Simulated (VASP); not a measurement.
# Mg3CdS4 in VASP: a series of runs

Runs on Mg3CdS4. Level: PBE. Tasks: single point.

Everything below comes from runs of VASP 6.6.1. Logs are shortened: lines on timing, memory, paths and dates and some standing lists are left out, and cuts for length are marked.

### Step 1. The cell of the first run

It takes space group P4/mmm (No. 123, tetragonal). Conventional cell: a = 3.752 Å, b = 3.752 Å, c = 10.632 Å, α = 90.00°, β = 90.00°, γ = 90.00°. Mg (site symmetry 4mm) has 6 S at 2.61 to 2.70 Å within 3.4 Å. Mg (site symmetry 4/mmm) has 6 S at 2.59 to 2.65 Å within 3.4 Å. Cd (site symmetry 4/mmm) has 6 S at 2.65 to 2.73 Å within 3.5 Å. S (site symmetry 4/mmm) has 4 Cd at 2.65 Å and 2 Mg at 2.70 Å within 3.5 Å. Within 3.4 Å of S (site symmetry 4mm) lie 5 Mg at 2.59 to 2.65 Å and 1 Cd at 2.73 Å. Within 3.4 Å of S (site symmetry 4/mmm) lie 6 Mg at 2.61 to 2.65 Å.

### Step 2. Single point, PBE

File INCAR:

```
PREC = Accurate ; ENCUT = 520
EDIFF = 1E-6 ; ISMEAR = 0
SIGMA = 0.1 ; LREAL = False
LASPH = True ; NELM = 80
ALGO = Normal ; ISIF = 2
LWAVE = False ; LCHARG = False
GGA = PE ; NBANDS = 31
```

File KPOINTS:

```
regular mesh
0
Gamma
  4 4 2
```

File POSCAR:

```
Mg3CdS4
1.0
    3.7522800000      0.0000000000      0.0000000000
    0.0000000000      3.7522800000      0.0000000000
    0.0000000000      0.0000000000     10.6323821000
Mg Cd S
3 1 4
Direct
    0.0000000000      0.0000000000      0.7456080000
    0.0000000000      0.0000000000      0.2543920000
    0.5000000000      0.5000000000      0.5000000000
    0.5000000000      0.5000000000      0.0000000000
    0.0000000000      0.0000000000      0.0000000000
    0.5000000000      0.5000000000      0.2568390000
    0.0000000000      0.0000000000      0.5000000000
    0.5000000000      0.5000000000      0.7431610000
```

Potentials or basis: VASP PAW PBE potentials, release 64 (Mg, Cd, S).

Started as:

```
cat potpaw_PBE.64/Mg/POTCAR potpaw_PBE.64/Cd/POTCAR potpaw_PBE.64/S/POTCAR > POTCAR
mpirun -np 1 vasp_std > vasp.out
```

OUTCAR:

```text
PREC = Accurate
   ENCUT = 520
   EDIFF = 1E-6
   ISMEAR = 0
   LREAL = False
   LASPH = True
   NELM = 80
   ISIF = 2
   GGA = PE

 ion  position               nearest neighbor table
   1  0.000  0.000  0.746-   7 2.61   8 2.65   8 2.65   8 2.65   8 2.65   5 2.70
   2  0.000  0.000  0.254-   7 2.61   6 2.65   6 2.65   6 2.65   6 2.65   5 2.70
   3  0.500  0.500  0.500-   6 2.59   8 2.59   7 2.65   7 2.65   7 2.65   7 2.65
   4  0.500  0.500  0.000-   5 2.65   5 2.65   5 2.65   5 2.65   8 2.73   6 2.73
   5  0.000  0.000  0.000-   4 2.65   4 2.65   4 2.65   4 2.65   1 2.70   2 2.70
   6  0.500  0.500  0.257-   3 2.59   2 2.65   2 2.65   2 2.65   2 2.65   4 2.73
   7  0.000  0.000  0.500-   1 2.61   2 2.61   3 2.65   3 2.65   3 2.65   3 2.65
   8  0.500  0.500  0.743-   3 2.59   1 2.65   1 2.65   1 2.65   1 2.65   4 2.73

  LATTYP: Found a simple tetragonal cell.
 ALAT       =     3.7522800000
 C/A-ratio  =     2.8335790773

  Lattice vectors:

 A1 = (   3.7522800000,   0.0000000000,   0.0000000000)
 A2 = (   0.0000000000,   3.7522800000,   0.0000000000)
 A3 = (   0.0000000000,   0.0000000000,  10.6323821000)

Analysis of symmetry for initial positions (statically):
=====================================================================
 Subroutine PRICEL returns:
 Original cell was already a primitive cell.

 Routine SETGRP: Setting up the symmetry group for a
 simple tetragonal supercell.

 Subroutine GETGRP returns: Found 16 space group operations
 (whereof 16 operations were pure point group operations)
 out of a pool of 16 trial point group operations.

The static configuration has the point symmetry D_4h.

Analysis of symmetry for dynamics (positions and initial velocities):
=====================================================================
 Subroutine PRICEL returns:
 Original cell was already a primitive cell.

 Routine SETGRP: Setting up the symmetry group for a
 simple tetragonal supercell.

 Subroutine GETGRP returns: Found 16 space group operations
 (whereof 16 operations were pure point group operations)
 out of a pool of 16 trial point group operations.

The dynamic configuration has the point symmetry D_4h.

 Subroutine INISYM returns: Found 16 space group operations
 (whereof 16 operations are pure point group operations),
 and found     1 'primitive' translations

----------------------------------------------------------------------------------------

                                     Primitive cell

  volume of cell :     149.6997

  direct lattice vectors                    reciprocal lattice vectors
     3.752280000  0.000000000  0.000000000     0.266504632  0.000000000  0.000000000
     0.000000000  3.752280000  0.000000000     0.000000000  0.266504632  0.000000000
     0.000000000  0.000000000 10.632382100     0.000000000  0.000000000  0.094052301

  length of vectors
     3.752280000  3.752280000 10.632382100     0.266504632  0.266504632  0.094052301

  position of ions in fractional coordinates (direct lattice)
     0.000000000  0.000000000  0.745608000
     0.000000000  0.000000000  0.254392000
     0.500000000  0.500000000  0.500000000
     0.500000000  0.500000000  0.000000000
     0.000000000  0.000000000  0.000000000
     0.500000000  0.500000000  0.256839000
     0.000000000  0.000000000  0.500000000
     0.500000000  0.500000000  0.743161000

  ion indices of the primitive-cell ions
   primitive index   ion index
                 1           1
                 2           2
                 3           3
                 4           4
                 5           5
                 6           6
                 7           7
                 8           8

----------------------------------------------------------------------------------------

 KPOINTS: regular mesh

Automatic generation of k-mesh.
 Grid dimensions read from file:
 generate k-points for:    4    4    2

 Generating k-lattice:

  Cartesian coordinates                     Fractional coordinates (reciprocal lattice)
     0.066626158  0.000000000  0.000000000     0.250000000  0.000000000  0.000000000
     0.000000000  0.066626158  0.000000000     0.000000000  0.250000000  0.000000000
     0.000000000  0.000000000  0.047026150     0.000000000  0.000000000  0.500000000

  Length of vectors
     0.066626158  0.066626158  0.047026150

  Shift w.r.t. Gamma in fractional coordinates (k-lattice)
     0.000000000  0.000000000  0.000000000

 Subroutine IBZKPT returns following result:
 ===========================================

 Found     12 irreducible k-points:

 Following reciprocal coordinates:
            Coordinates               Weight
  0.000000  0.000000  0.000000      1.000000
  0.250000  0.000000  0.000000      4.000000
  0.500000  0.000000  0.000000      2.000000
  0.250000  0.250000  0.000000      4.000000
  0.500000  0.250000  0.000000      4.000000
  0.500000  0.500000  0.000000      1.000000
  0.000000  0.000000  0.500000      1.000000
  0.250000  0.000000  0.500000      4.000000
  0.500000  0.000000  0.500000      2.000000
  0.250000  0.250000  0.500000      4.000000
  0.500000  0.250000  0.500000      4.000000
  0.500000  0.500000  0.500000      1.000000
   k-points           NKPTS =     12   k-points in BZ     NKDIM =     12   number of bands    NBANDS=     31
   number of dos      NEDOS =    301   number of ions     NIONS =      8
   total plane-waves  NPLWV =  62720
   dimension x,y,z NGX =    28 NGY =   28 NGZ =   80
   dimension x,y,z NGXF=    56 NGYF=   56 NGZF=  160
   ions per type =               3   1   4
   NGX,Y,Z   is equivalent  to a cutoff of  12.41, 12.41, 12.51 a.u.
   NGXF,Y,Z  is equivalent  to a cutoff of  24.81, 24.81, 25.02 a.u.
 SYSTEM =  unknown system
   PREC   = accura    normal or accurate (medium, high low for compatibility)
   ISTART =      0    job   : 0-new  1-cont  2-samecut
   ICHARG =      2    charge: 1-file 2-atom 10-const
   ISPIN  =      1    spin polarized calculation?
   LNONCOLLINEAR =      F non collinear calculations
   LSORBIT =      F    spin-orbit coupling
   LASPH  =      T    aspherical Exc in radial PAW
   ENCUT  =  520.0 eV  38.22 Ry    6.18 a.u.   6.98  6.98 19.77*2*pi/ulx,y,z
   NELM   =     80;   NELMIN=  2; NELMDL= -5     # of ELM steps
   EDIFF  = 0.1E-05   stopping-criterion for ELM
   LREAL  =      F    real-space projection
   EDIFFG = 0.1E-04   stopping-criterion for IOM
   NSW    =      0    number of steps for IOM
   IBRION =     -1    ionic relax: 0-MD 1-quasi-New 2-CG
   NFREE  =      0    steps in history (QN), initial steepest desc. (CG)
   ISIF   =      2    stress and relaxation
   ISYM   =      2    0-nonsym 1-usesym 2-fastsym
   POTIM  = 0.5000    time-step for ionic-motion
   TEBEG  =    0.0;   TEEND  =   0.0 temperature during run
   PSTRESS=    0.0 pullay stress
   NELECT =      42.0000    total number of electrons
   NUPDOWN=      -1.0000    fix difference up-down
   EMIN   =  10.00;   EMAX   =-10.00  energy-range for DOS
   EFERMI =   0.00;   METHOD = LEGACY
   ISMEAR =     0;   SIGMA  =   0.10  broadening in eV -4-tet -1-fermi 0-gaus
   EFERMI_NEDOS =   21; number of points for ismear=-14 and -15
   IALGO  =     38    algorithm
   IMIX   =      4    mixing-type and parameters
     AMIX     =   0.40;   BMIX     =  1.00
     AMIX_MAG =   1.60;   BMIX_MAG =  1.00
  volume/ion in A,a.u.               =      18.71       126.28
  Fermi-wavevector in a.u.,A,eV,Ry     =   1.071727  2.025271 15.627640  1.148599
  Thomas-Fermi vector in A             =   2.207476
   LORBIT       =      0    0 simple, 1 ext, 2 COOP (PROOUT), +10 PAW based schemes
   GGA     = PE    functional components
   LHFCALC =     F    Hartree Fock is set to
   AEXX    =    0.0000 exact exchange contribution
   IVDW    =     0    specifies the selected vdW correction
   LEPSILON=     F    determine dielectric tensor
   LRPA    =     F    only Hartree local field effects (RPA)
 non-spin polarized calculation
 Gauss-broadening in eV      SIGMA  =   0.10
  energy-cutoff  :      520.00
  volume of cell :      149.70
 maximum number of plane-waves:      4068
 NGX is ok and might be reduce to    28
   NGX = 13   NGY = 13   NGZ = 39

 number of electron      41.9999996 magnetization

 Free energy of the ion-electron system (eV)
  ---------------------------------------------------
  ext. energy  EPLUGINS =         0.00000000
  ---------------------------------------------------
  free energy    TOTEN  =       -31.15436387 eV

  energy without entropy =      -31.15436387  energy(sigma->0) =      -31.15436387

 E-fermi :   4.2070     XC(G=0):  -9.7905

 val. band max:        3.7116052469   @ k =   0.5000   0.0000   0.0000
 cond. band min:       4.7289839627   @ k =   0.5000   0.5000   0.0000
 fundamental gap:      1.0173787158
 Fermi energy:         4.2070420838

 k-point     1 :       0.0000    0.0000    0.0000
  band No.  band energies     occupation
      1      -9.2847      2.00000
      2      -8.7288      2.00000
      3      -8.5079      2.00000
      4      -7.8046      2.00000
      5      -4.2081      2.00000
      6      -4.0325      2.00000
[... 23 lines left out ...]
     30      10.9798      0.00000
     31      11.5637      0.00000

 k-point     2 :       0.2500    0.0000    0.0000
  band No.  band energies     occupation
      1      -8.9108      2.00000
      2      -8.4445      2.00000
      3      -8.2778      2.00000
      4      -7.7679      2.00000
      5      -4.2377      2.00000
      6      -4.1980      2.00000
[... 23 lines left out ...]
     30      11.1495      0.00000
     31      11.2315      0.00000

 k-point     3 :       0.5000    0.0000    0.0000
  band No.  band energies     occupation
      1      -8.2293      2.00000
      2      -8.1473      2.00000
      3      -8.0112      2.00000
      4      -7.9528      2.00000
      5      -4.4194      2.00000
      6      -4.4177      2.00000
[... 23 lines left out ...]
     30      10.0082      0.00000
     31      10.3409      0.00000

 k-point     4 :       0.2500    0.2500    0.0000
  band No.  band energies     occupation
      1      -8.6347      2.00000
      2      -8.2558      2.00000
      3      -8.0725      2.00000
      4      -7.7116      2.00000
      5      -4.3232      2.00000
      6      -4.0386      2.00000
[... 23 lines left out ...]
     30      10.8313      0.00000
     31      10.9737      0.00000

 k-point     5 :       0.5000    0.2500    0.0000
  band No.  band energies     occupation
      1      -8.2951      2.00000
      2      -7.9712      2.00000
      3      -7.8390      2.00000
      4      -7.7758      2.00000
      5      -4.1608      2.00000
      6      -4.1151      2.00000
[... 23 lines left out ...]
     30      11.3706      0.00000
     31      11.4606      0.00000

 k-point     6 :       0.5000    0.5000    0.0000
  band No.  band energies     occupation
      1      -8.3572      2.00000
      2      -7.7761      2.00000
      3      -7.6474      2.00000
      4      -7.5764      2.00000
      5      -4.0524      2.00000
      6      -4.0524      2.00000
[... 23 lines left out ...]
     30      10.9569      0.00000
     31      11.0088      0.00000

 k-point     7 :       0.0000    0.0000    0.5000
  band No.  band energies     occupation
      1      -9.1865      2.00000
      2      -8.9896      2.00000
      3      -8.2929      2.00000
      4      -7.8494      2.00000
      5      -4.2081      2.00000
      6      -4.0325      2.00000
[... 23 lines left out ...]
     30      11.5349      0.00000
     31      11.7764      0.00000

 k-point     8 :       0.2500    0.0000    0.5000
  band No.  band energies     occupation
      1      -8.8232      2.00000
      2      -8.6604      2.00000
      3      -8.1324      2.00000
      4      -7.7794      2.00000
      5      -4.2377      2.00000
      6      -4.1984      2.00000
[... 23 lines left out ...]
     30      11.0358      0.00000
     31      11.0754      0.00000

 k-point     9 :       0.5000    0.0000    0.5000
  band No.  band energies     occupation
      1      -8.2265      2.00000
      2      -8.1124      2.00000
      3      -8.0494      2.00000
      4      -7.9564      2.00000
      5      -4.4194      2.00000
      6      -4.4157      2.00000
[... 23 lines left out ...]
     30      10.0908      0.00000
     31      10.3607      0.00000

 k-point    10 :       0.2500    0.2500    0.5000
  band No.  band energies     occupation
      1      -8.5840      2.00000
      2      -8.3695      2.00000
      3      -8.0249      2.00000
      4      -7.6933      2.00000
      5      -4.3237      2.00000
      6      -4.0388      2.00000
[... 23 lines left out ...]
     30      10.1975      0.00000
     31      10.2250      0.00000

 k-point    11 :       0.5000    0.2500    0.5000
  band No.  band energies     occupation
      1      -8.2943      2.00000
      2      -7.9418      2.00000
      3      -7.8711      2.00000
      4      -7.7770      2.00000
      5      -4.1556      2.00000
      6      -4.1138      2.00000
[... 23 lines left out ...]
     30      11.5377      0.00000
     31      11.6421      0.00000

 k-point    12 :       0.5000    0.5000    0.5000
  band No.  band energies     occupation
      1      -8.3569      2.00000
      2      -7.7538      2.00000
      3      -7.6717      2.00000
      4      -7.5769      2.00000
      5      -4.0527      2.00000
      6      -4.0527      2.00000
[... 23 lines left out ...]
     30      12.5343      0.00000
     31      12.9646      0.00000

------------------------ aborting loop because EDIFF is reached ----------------------------------------

  FORCE on cell =-STRESS in cart. coord.  units (eV):
  Direction    XX          YY          ZZ          XY          YZ          ZX
  --------------------------------------------------------------------------------------
  -------------------------------------------------------------------------------------
  Total        0.2352629      0.2352629     -0.3067284      0.0000000      0.0000000      0.0000000
  in kB        2.5179262      2.5179262     -3.2827933      0.0000000      0.0000000      0.0000000
  external PRESSURE =       0.5843530 kB  Pullay stress =       0.0000000 kB

 VOLUME and BASIS-vectors are now :
 -----------------------------------------------------------------------------
  energy-cutoff  :      520.00
  volume of cell :      149.70
      direct lattice vectors                 reciprocal lattice vectors
     3.752280000  0.000000000  0.000000000     0.266504632  0.000000000  0.000000000
     0.000000000  3.752280000  0.000000000     0.000000000  0.266504632  0.000000000
     0.000000000  0.000000000 10.632382100     0.000000000  0.000000000  0.094052301

 POSITION                                       TOTAL-FORCE (eV/Angst)
 -----------------------------------------------------------------------------------
      0.00000      0.00000      7.92759         0.000000     -0.000000     -0.000043
      0.00000      0.00000      2.70479         0.000000     -0.000000      0.000043
      1.87614      1.87614      5.31619         0.000000     -0.000000      0.000000
      1.87614      1.87614      0.00000         0.000000     -0.000000      0.000000
      0.00000      0.00000      0.00000         0.000000     -0.000000      0.000000
      1.87614      1.87614      2.73081        -0.000000      0.000000      0.022987
      0.00000      0.00000      5.31619         0.000000     -0.000000      0.000000
      1.87614      1.87614      7.90157         0.000000     -0.000000     -0.022987
 -----------------------------------------------------------------------------------
    total drift:                                0.000000      0.000000     -0.000000

  FREE ENERGIE OF THE ION-ELECTRON SYSTEM (eV)
  ---------------------------------------------------
  free  energy   TOTEN  =       -31.1543638652 eV

  energy  without entropy=      -31.1543638652  energy(sigma->0) =      -31.15436387
```

Wall time 29 s (1 thread of Intel Xeon 6975P-C (Granite Rapids), shared host); peak memory 0.25 GiB.

Results:

```
Free energy            : -31.1544 eV
Pressure               : 0.1 GPa
Largest force          : 0.023 eV/Å
Band gap on the k mesh : 1.02 eV (least direct gap 1.84 eV)
```

Forces on the atoms (eV/Å):
```
Mg   0.000  0.000  0.000
Mg   0.000  0.000  0.000
Mg   0.000  0.000  0.000
Cd   0.000  0.000  0.000
S    0.000  0.000  0.000
S    0.000  0.000  0.023
S    0.000  0.000  0.000
S    0.000  0.000 -0.023
```

Stress tensor (GPa, compression positive):
```
 0.25  0.00  0.00
 0.00  0.25  0.00
 0.00  0.00 -0.33
```

A k mesh can miss the band edges.

(Continued in part 2 of 2.)
